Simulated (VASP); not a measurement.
# AlNi3 in VASP: notebook

Aim: see how the results for AlNi3 move with the level of theory and the settings. Levels: PBE, PBE+D3(BJ), PBE+U. Tasks: single point.

Everything below comes from runs of VASP 6.6.1. Logs are shortened: lines on timing, memory, paths and dates and some standing lists are left out, and cuts for length are marked.

## 1. The cell of the first run

Symmetry: Pm-3m, No. 221, cubic system. The conventional cell has a = 3.523 Å, b = 3.523 Å, c = 3.523 Å, α = 90.00°, β = 90.00°, γ = 90.00°. Within 3.3 Å of Al (site symmetry m-3m) lie 12 Ni at 2.49 Å. Ni (site symmetry 4/mmm) has 4 Al at 2.49 Å and 8 Ni at 2.49 Å within 3.3 Å.

## 2. Single point, PBE

Contents of INCAR:

```
PREC = Accurate ; ENCUT = 520
EDIFF = 1E-7 ; ISMEAR = 0
SIGMA = 0.1 ; LREAL = False
LASPH = True ; NELM = 60
ALGO = Fast ; ISIF = 2
LWAVE = False ; LCHARG = True
GGA = PE ; LELF = True
LVHAR = True ; NBANDS = 24
```

Contents of KPOINTS:

```
Automatic mesh
0
Gamma
  3 3 3
```

Contents of POSCAR:

```
AlNi3
1.0
    3.5230547267      0.0000000000      0.0000000000
    0.0000000000      3.5230547267      0.0000000000
    0.0000000000      0.0000000000      3.5230547267
Al Ni
1 3
Direct
    0.0000000000      0.0000000000      0.0000000000
    0.0000000000      0.5000000000      0.5000000000
    0.5000000000      0.0000000000      0.5000000000
    0.5000000000      0.5000000000      0.0000000000
```

Potentials or basis: VASP PAW PBE potentials, release 64 (Al, Ni).

Started as:

```sh
$ cat potpaw_PBE.64/Al/POTCAR potpaw_PBE.64/Ni/POTCAR > POTCAR
$ mpirun -np 1 vasp_std > vasp.out
```

OUTCAR:

```text
PREC = Accurate
   ENCUT = 520
   EDIFF = 1E-7
   ISMEAR = 0
   LREAL = False
   LASPH = True
   NELM = 60
   ISIF = 2
   GGA = PE

 ion  position               nearest neighbor table
   1  0.000  0.000  0.000-   2 2.49   3 2.49   4 2.49   2 2.49   3 2.49   2 2.49   4 2.49   2 2.49
                             3 2.49   4 2.49   3 2.49   4 2.49
   2  0.000  0.500  0.500-   1 2.49   3 2.49   4 2.49   1 2.49   4 2.49   1 2.49   3 2.49   1 2.49
                             3 2.49   4 2.49   4 2.49   3 2.49
   3  0.500  0.000  0.500-   1 2.49   2 2.49   4 2.49   1 2.49   4 2.49   2 2.49   4 2.49   4 2.49
                             1 2.49   2 2.49   1 2.49   2 2.49
   4  0.500  0.500  0.000-   1 2.49   2 2.49   3 2.49   2 2.49   3 2.49   1 2.49   3 2.49   3 2.49
                             1 2.49   2 2.49   2 2.49   1 2.49

  LATTYP: Found a simple cubic cell.
 ALAT       =     3.5230547267

  Lattice vectors:

 A1 = (   3.5230547267,   0.0000000000,   0.0000000000)
 A2 = (   0.0000000000,   3.5230547267,   0.0000000000)
 A3 = (   0.0000000000,   0.0000000000,   3.5230547267)

Analysis of symmetry for initial positions (statically):
=====================================================================
 Subroutine PRICEL returns:
 Original cell was already a primitive cell.

 Routine SETGRP: Setting up the symmetry group for a
 simple cubic supercell.

 Subroutine GETGRP returns: Found 48 space group operations
 (whereof 48 operations were pure point group operations)
 out of a pool of 48 trial point group operations.

The static configuration has the point symmetry O_h .

Analysis of symmetry for dynamics (positions and initial velocities):
=====================================================================
 Subroutine PRICEL returns:
 Original cell was already a primitive cell.

 Routine SETGRP: Setting up the symmetry group for a
 simple cubic supercell.

 Subroutine GETGRP returns: Found 48 space group operations
 (whereof 48 operations were pure point group operations)
 out of a pool of 48 trial point group operations.

The dynamic configuration has the point symmetry O_h .

 Subroutine INISYM returns: Found 48 space group operations
 (whereof 48 operations are pure point group operations),
 and found     1 'primitive' translations

----------------------------------------------------------------------------------------

                                     Primitive cell

  volume of cell :      43.7279

  direct lattice vectors                    reciprocal lattice vectors
     3.523054727  0.000000000  0.000000000     0.283844583  0.000000000  0.000000000
     0.000000000  3.523054727  0.000000000     0.000000000  0.283844583  0.000000000
     0.000000000  0.000000000  3.523054727     0.000000000  0.000000000  0.283844583

  length of vectors
     3.523054727  3.523054727  3.523054727     0.283844583  0.283844583  0.283844583

  position of ions in fractional coordinates (direct lattice)
     0.000000000  0.000000000  0.000000000
     0.000000000  0.500000000  0.500000000
     0.500000000  0.000000000  0.500000000
     0.500000000  0.500000000  0.000000000

  ion indices of the primitive-cell ions
   primitive index   ion index
                 1           1
                 2           2
                 3           3
                 4           4

----------------------------------------------------------------------------------------

 KPOINTS: Automatic mesh

Automatic generation of k-mesh.
 Grid dimensions read from file:
 generate k-points for:    3    3    3

 Generating k-lattice:

  Cartesian coordinates                     Fractional coordinates (reciprocal lattice)
     0.094614861  0.000000000  0.000000000     0.333333333  0.000000000  0.000000000
     0.000000000  0.094614861  0.000000000     0.000000000  0.333333333  0.000000000
     0.000000000  0.000000000  0.094614861     0.000000000  0.000000000  0.333333333

  Length of vectors
     0.094614861  0.094614861  0.094614861

  Shift w.r.t. Gamma in fractional coordinates (k-lattice)
     0.000000000  0.000000000  0.000000000

 Subroutine IBZKPT returns following result:
 ===========================================

 Found      4 irreducible k-points:

 Following reciprocal coordinates:
            Coordinates               Weight
  0.000000  0.000000  0.000000      1.000000
  0.333333  0.000000  0.000000      6.000000
  0.333333  0.333333  0.000000     12.000000
  0.333333  0.333333  0.333333      8.000000
   k-points           NKPTS =      4   k-points in BZ     NKDIM =      4   number of bands    NBANDS=     24
   number of dos      NEDOS =    301   number of ions     NIONS =      4
   total plane-waves  NPLWV =  21952
   dimension x,y,z NGX =    28 NGY =   28 NGZ =   28
   dimension x,y,z NGXF=    56 NGYF=   56 NGZF=   56
   ions per type =               1   3
   NGX,Y,Z   is equivalent  to a cutoff of  13.21, 13.21, 13.21 a.u.
   NGXF,Y,Z  is equivalent  to a cutoff of  26.43, 26.43, 26.43 a.u.
 SYSTEM =  unknown system
   PREC   = accura    normal or accurate (medium, high low for compatibility)
   ISTART =      0    job   : 0-new  1-cont  2-samecut
   ICHARG =      2    charge: 1-file 2-atom 10-const
   ISPIN  =      1    spin polarized calculation?
   LNONCOLLINEAR =      F non collinear calculations
   LSORBIT =      F    spin-orbit coupling
   LASPH  =      T    aspherical Exc in radial PAW
   ENCUT  =  520.0 eV  38.22 Ry    6.18 a.u.   6.55  6.55  6.55*2*pi/ulx,y,z
   NELM   =     60;   NELMIN=  2; NELMDL= -5     # of ELM steps
   EDIFF  = 0.1E-06   stopping-criterion for ELM
   LREAL  =      F    real-space projection
   EDIFFG = 0.1E-05   stopping-criterion for IOM
   NSW    =      0    number of steps for IOM
   IBRION =     -1    ionic relax: 0-MD 1-quasi-New 2-CG
   NFREE  =      0    steps in history (QN), initial steepest desc. (CG)
   ISIF   =      2    stress and relaxation
   ISYM   =      2    0-nonsym 1-usesym 2-fastsym
   POTIM  = 0.5000    time-step for ionic-motion
   TEBEG  =    0.0;   TEEND  =   0.0 temperature during run
   PSTRESS=    0.0 pullay stress
   NELECT =      33.0000    total number of electrons
   NUPDOWN=      -1.0000    fix difference up-down
   EMIN   =  10.00;   EMAX   =-10.00  energy-range for DOS
   EFERMI =   0.00;   METHOD = LEGACY
   ISMEAR =     0;   SIGMA  =   0.10  broadening in eV -4-tet -1-fermi 0-gaus
   EFERMI_NEDOS =   21; number of points for ismear=-14 and -15
   IALGO  =     68    algorithm
   IMIX   =      4    mixing-type and parameters
     AMIX     =   0.40;   BMIX     =  1.00
     AMIX_MAG =   1.60;   BMIX_MAG =  1.00
  volume/ion in A,a.u.               =      10.93        73.77
  Fermi-wavevector in a.u.,A,eV,Ry     =   1.490482  2.816603 30.225843  2.221537
  Thomas-Fermi vector in A             =   2.603258
   LORBIT       =      0    0 simple, 1 ext, 2 COOP (PROOUT), +10 PAW based schemes
   GGA     = PE    functional components
   LHFCALC =     F    Hartree Fock is set to
   AEXX    =    0.0000 exact exchange contribution
   IVDW    =     0    specifies the selected vdW correction
   LEPSILON=     F    determine dielectric tensor
   LRPA    =     F    only Hartree local field effects (RPA)
 non-spin polarized calculation
 RMM-DIIS sequential band-by-band and
 Gauss-broadening in eV      SIGMA  =   0.10
  energy-cutoff  :      520.00
  volume of cell :       43.73
 maximum number of plane-waves:      1193
 NGX is ok and might be reduce to    28
   NGX = 13   NGY = 13   NGZ = 13

 number of electron      32.9999981 magnetization

 Free energy of the ion-electron system (eV)
  ---------------------------------------------------
  ext. energy  EPLUGINS =         0.00000000
  ---------------------------------------------------
  free energy    TOTEN  =       -21.74847119 eV

  energy without entropy =      -21.72121007  energy(sigma->0) =      -21.73484063

 E-fermi :  10.1506     XC(G=0): -12.8467

 val. band max:        9.9896927387   @ k =   0.3333   0.3333   0.3333
 cond. band min:      10.1647757353   @ k =   0.0000   0.0000   0.0000
 fundamental gap:      0.1750829966
 Fermi energy:        10.1506301785

 k-point     1 :       0.0000    0.0000    0.0000
  band No.  band energies     occupation
      1      -0.2481      2.00000
      2       5.5236      2.00000
      3       6.2858      2.00000
      4       6.2858      2.00000
      5       6.7160      2.00000
      6       6.7160      2.00000
[... 16 lines left out ...]
     23      22.4084      0.00000
     24      22.4084      0.00000

 k-point     2 :       0.3333    0.0000    0.0000
  band No.  band energies     occupation
      1       1.0969      2.00000
      2       4.5749      2.00000
      3       6.1934      2.00000
      4       6.8831      2.00000
      5       6.8831      2.00000
      6       6.9995      2.00000
[... 16 lines left out ...]
     23      18.0920      0.00000
     24      19.7071      0.00000

 k-point     3 :       0.3333    0.3333    0.0000
  band No.  band energies     occupation
      1       2.3307      2.00000
      2       5.3386      2.00000
      3       5.4656      2.00000
      4       6.7330      2.00000
      5       6.8315      2.00000
      6       7.1968      2.00000
[... 16 lines left out ...]
     23      19.7788      0.00000
     24      20.8861      0.00000

 k-point     4 :       0.3333    0.3333    0.3333
  band No.  band energies     occupation
      1       3.3423      2.00000
      2       5.3128      2.00000
      3       6.1599      2.00000
      4       6.1599      2.00000
      5       7.2214      2.00000
      6       7.3273      2.00000
[... 16 lines left out ...]
     23      18.5132      0.00000
     24      23.8179      0.00000

------------------------ aborting loop because EDIFF is reached ----------------------------------------

  FORCE on cell =-STRESS in cart. coord.  units (eV):
  Direction    XX          YY          ZZ          XY          YZ          ZX
  --------------------------------------------------------------------------------------
  -------------------------------------------------------------------------------------
  Total        2.2698540      2.2698540      2.2698540     -0.0000000      0.0000000     -0.0000000
  in kB       83.1668645     83.1668645     83.1668645     -0.0000000      0.0000000     -0.0000000
  external PRESSURE =      83.1668645 kB  Pullay stress =       0.0000000 kB

 VOLUME and BASIS-vectors are now :
 -----------------------------------------------------------------------------
  energy-cutoff  :      520.00
  volume of cell :       43.73
      direct lattice vectors                 reciprocal lattice vectors
     3.523054727  0.000000000  0.000000000     0.283844583  0.000000000  0.000000000
     0.000000000  3.523054727  0.000000000     0.000000000  0.283844583  0.000000000
     0.000000000  0.000000000  3.523054727     0.000000000  0.000000000  0.283844583

 POSITION                                       TOTAL-FORCE (eV/Angst)
 -----------------------------------------------------------------------------------
      0.00000      0.00000      0.00000         0.000000      0.000000      0.000000
      0.00000      1.76153      1.76153         0.000000      0.000000      0.000000
      1.76153      0.00000      1.76153         0.000000      0.000000      0.000000
      1.76153      1.76153      0.00000         0.000000      0.000000      0.000000
 -----------------------------------------------------------------------------------
    total drift:                                0.000000      0.000000      0.000000

  FREE ENERGIE OF THE ION-ELECTRON SYSTEM (eV)
  ---------------------------------------------------
  free  energy   TOTEN  =       -21.7484711878 eV

  energy  without entropy=      -21.7212100721  energy(sigma->0) =      -21.73484063
```

Run time: 6.5 s. Hardware: 1 thread of Intel Xeon Platinum 8488C (Sapphire Rapids), shared host; peak memory 0.14 GiB.

What came out:

| Property | Result |
| --- | --- |
| Free energy | -21.7485 eV |
| Pressure | 8.3 GPa |

Levels at points of the mesh, in eV from the Fermi level:
```csv
k point,band 12,band 13,band 14,band 15,band 16,band 17,band 18,band 19,band 20,band 21
"(0.00, 0.00, 0.00)",-0.64,-0.23,0.01,0.01,0.01,0.65,0.65,0.65,6.60,6.60
```

Caveat: the k points lie up to 0.59 Å⁻¹ apart.

## 3. Single point, PBE+D3(BJ)

Contents of INCAR:

```
SYSTEM = AlNi3
  PREC = Accurate
  ENCUT = 520
  EDIFF = 1E-6
  ISMEAR = 0
  SIGMA = 0.1
  LREAL = .FALSE.
  LASPH = .TRUE.
  NELM = 100
  ALGO = Normal
  ISIF = 2
  LWAVE = .FALSE.
  LCHARG = .TRUE.
  GGA = PE
  IVDW = 12
  LELF = .TRUE.
  LVHAR = .TRUE.
  NBANDS = 24
```

Contents of KPOINTS:

```
regular mesh
0
G
  2 2 2
  0 0 0
```

POSCAR is that of step 2.

Potentials or basis: VASP PAW PBE potentials, release 64 (Al, Ni).

Started as:

```sh
$ cat potpaw_PBE.64/Al/POTCAR potpaw_PBE.64/Ni/POTCAR > POTCAR
$ mpirun -np 1 vasp_std > vasp.out
```

Run time: 5.7 s. Hardware: 1 thread of Intel Xeon Platinum 8488C (Sapphire Rapids), shared host; peak memory 0.15 GiB.

Results (log left out):

- Free energy: -23.8847 eV
- Pressure: -1.0 GPa
- Dispersion energy per atom: -0.473 eV

Levels at points of the mesh, in eV from the Fermi level:
| k point | band 12 | band 13 | band 14 | band 15 | band 16 | band 17 | band 18 | band 19 | band 20 | band 21 |
| --- | --- | --- | --- | --- | --- | --- | --- | --- | --- | --- |
| (0.00, 0.00, 0.00) | -0.58 | -0.07 | 0.05 | 0.05 | 0.05 | 0.95 | 0.95 | 0.95 | 6.85 | 6.85 |
| (0.50, 0.00, 0.00) | -1.22 | -1.13 | -1.13 | -0.94 | -0.49 | 0.05 | 5.76 | 5.76 | 5.76 | 5.76 |
| (0.50, 0.50, 0.00) | -1.31 | -1.28 | -1.22 | -0.89 | -0.84 | -0.46 | 1.00 | 1.00 | 8.40 | 8.40 |
| (0.50, 0.50, 0.50) | -1.35 | -1.35 | -0.95 | -0.95 | -0.21 | -0.10 | -0.10 | -0.10 | 3.70 | 4.26 |

Caveat: the k points lie up to 0.89 Å⁻¹ apart; three body term missing; pairwise dispersion overbinds metals, which lowers pressure and volume.

## 4. Single point, PBE

This run uses another cell than the first one, of 10.90 Å³/atom, 0.997 times its volume.

Contents of INCAR:

```
ALGO = Normal ; EDIFF = 1E-7
ENCUT = 520 ; GGA = PE
ISIF = 2 ; ISMEAR = 0
LASPH = True ; LCHARG = True
LELF = True ; LREAL = False
LVHAR = True ; LWAVE = False
NBANDS = 24 ; NELECT = 34.0
NELM = 80 ; PREC = Accurate
SIGMA = 0.1
```

Contents of KPOINTS:

```
k-points
0
Gamma
  2 2 2
```

Contents of POSCAR:

```
AlNi3
1.0
    3.5483795139     -0.0322803427      0.0011426973
   -0.0322803427      3.4861991843     -0.0608667508
    0.0011426973     -0.0608667508      3.5263960701
Al Ni
1 3
Direct
    0.0000000000      0.0000000000      0.0000000000
    0.0000000000      0.5000000000      0.5000000000
    0.5000000000      0.0000000000      0.5000000000
    0.5000000000      0.5000000000      0.0000000000
```

Started as:

```sh
$ cat potpaw_PBE.64/Al/POTCAR potpaw_PBE.64/Ni/POTCAR > POTCAR
$ mpirun -np 1 vasp_std > vasp.out
```

Run time: 11 s. Hardware: 1 thread of Intel Xeon Platinum 8488C (Sapphire Rapids), shared host; peak memory 0.15 GiB.

The run converged. Its results:

```
Free energy : -11.6774 eV
```

Levels at points of the mesh, in eV from the Fermi level:
| k point | band 14 | band 15 | band 16 | band 17 | band 18 | band 19 | band 20 | band 21 |
| --- | --- | --- | --- | --- | --- | --- | --- | --- |
| (0.00, 0.00, 0.00) | -0.07 | -0.05 | -0.03 | -0.01 | 0.06 | 0.34 | 6.18 | 6.37 |
| (0.50, 0.00, 0.00) | -1.22 | -1.18 | -0.61 | -0.02 | 4.91 | 5.01 | 5.24 | 5.27 |
| (0.00, 0.50, 0.00) | -1.35 | -1.18 | -0.64 | -0.05 | 4.95 | 5.00 | 5.07 | 5.15 |
| (0.50, 0.50, 0.00) | -1.44 | -1.10 | -1.02 | -0.84 | 0.70 | 0.85 | 7.39 | 7.72 |
| (0.00, 0.00, 0.50) | -1.28 | -1.19 | -0.62 | -0.03 | 4.94 | 4.94 | 5.19 | 5.23 |
| (0.50, 0.00, 0.50) | -1.51 | -1.11 | -1.05 | -0.86 | 0.74 | 0.75 | 7.52 | 7.83 |
| (0.00, 0.50, 0.50) | -1.38 | -1.10 | -0.98 | -0.84 | 0.65 | 0.94 | 7.37 | 7.68 |
| (0.50, 0.50, 0.50) | -1.25 | -1.17 | -0.93 | -0.30 | -0.25 | -0.17 | 3.16 | 3.63 |

Caveat: the k points lie up to 0.90 Å⁻¹ apart; the cell carries a net charge on a neutralising background, which shifts energy and pressure; the cell is charged against a uniform background, so pressure and absolute levels hang on convention.

## 5. Single point, PBE+U

Contents of INCAR:

```
SYSTEM = AlNi3
  ALGO = Normal
  EDIFF = 1E-6
  ENCUT = 520
  GGA = PE
  ISIF = 2
  ISMEAR = 0
  LASPH = .TRUE.
  LCHARG = .FALSE.
  LDAU = .TRUE.
  LDAUJ = 0 0
  LDAUL = -1 2
  LDAUPRINT = 1
  LDAUTYPE = 2
  LDAUU = 0 4.7
  LMAXMIX = 4
  LREAL = .FALSE.
  LWAVE = .FALSE.
  NBANDS = 24
  NELM = 150
  PREC = Accurate
  SIGMA = 0.1
```

Contents of KPOINTS:

```
k-points
0
G
  2 2 2
  0 0 0
```

Contents of POSCAR:

```
AlNi3
1.0
    3.5230547267      0.0000000000      0.0000000000
    0.0000000000      3.5230547267      0.0000000000
    0.0000000000      0.0000000000      3.5230547267
Al Ni
1 3
Direct
    0.0000000000      0.0000000000      0.0000000000
    0.0000000000      0.5000000000      0.5000000000
    0.5000000000      0.0000000000      0.5000000000
    0.5000000000      0.5000000000      0.0000000000
```

Started as:

```sh
$ cat potpaw_PBE.64/Al/POTCAR potpaw_PBE.64/Ni/POTCAR > POTCAR
$ mpirun -np 1 vasp_std > vasp.out
```

Run time: 5.3 s. Hardware: 1 thread of Intel Xeon Platinum 8488C (Sapphire Rapids), shared host; peak memory 0.14 GiB.

It converged, with:

```yaml
Free_energy: -13.3714 eV
Pressure: -2.3 GPa
```

Levels at points of the mesh, in eV from the Fermi level:
```csv
k point,band 12,band 13,band 14,band 15,band 16,band 17,band 18,band 19,band 20,band 21
"(0.00, 0.00, 0.00)",-1.29,-0.52,0.03,0.03,0.03,1.53,1.53,1.53,6.97,6.97
"(0.50, 0.00, 0.00)",-1.89,-1.50,-1.39,-1.39,-1.09,0.03,5.98,5.98,6.29,6.29
"(0.50, 0.50, 0.00)",-1.96,-1.74,-1.45,-1.37,-0.94,-0.72,0.97,0.97,8.41,8.87
"(0.50, 0.50, 0.50)",-1.55,-1.42,-1.42,-1.42,-0.28,-0.28,-0.28,0.38,3.55,4.63
```

Eigenvalues of the final occupation matrices:
| site | spin | trace | eigenvalues |
| --- | --- | --- | --- |
| site 2 d | 1 | 4.32 | 0.79 0.79 0.89 0.92 0.93 |
| site 2 d | 2 | 4.32 | 0.79 0.79 0.89 0.92 0.93 |
| site 3 d | 1 | 4.32 | 0.79 0.79 0.89 0.92 0.93 |
| site 3 d | 2 | 4.32 | 0.79 0.79 0.89 0.92 0.93 |
| site 4 d | 1 | 4.32 | 0.79 0.79 0.89 0.92 0.93 |
| site 4 d | 2 | 4.32 | 0.79 0.79 0.89 0.92 0.93 |

Caveat: the k points lie up to 0.89 Å⁻¹ apart; U without spin polarisation on a metal has little footing; the U is typed as a test and isn't derived for this compound.

(Part 1 of 2 ends here.)
